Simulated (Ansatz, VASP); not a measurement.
# One calculation of GaP, two programs

```
Ga P
1.0
     0.00000    2.80701    2.72525
     2.72525    0.00000    2.72525
     2.72525    2.80701    0.00000
Ga P
1 1
Cartesian
  0.0000 0.0000 0.0000
  4.0879 4.2105 4.0879
```

Change from the starting cell: strain +0.0300 x Voigt [0, 1, 0, 0, 0, 0], atoms carried along.

Alike in both runs: task single point; functional PBE; k mesh 8 × 8 × 8; occupations gaussian, width 0.05 eV; no spin polarisation.

|  | VASP | Ansatz |
| --- | --- | --- |
| version | VASP 6.6.1 | Ansatz 0.2.0 |
| potentials or method | VASP PAW PBE potentials, release 64 (Ga_d, P), cutoff 520 eV | scalar-relativistic, plane waves, PAW |
| valence electrons in the cell | 18 | 18 |

|  | VASP | Ansatz | Ansatz less VASP |
| --- | --- | --- | --- |
| gap on the k mesh at the Fermi level (eV) | 1.51 | 1.51 | +0.002 |
| least direct gap on the mesh (eV) | 1.52 | 1.52 | +0.003 |
| pressure (GPa) | 0.0 | 0.1 | +0.06 |
| traceless stress, the component that is largest in VASP (GPa) | -1.52 | -1.51 | +0.003 |
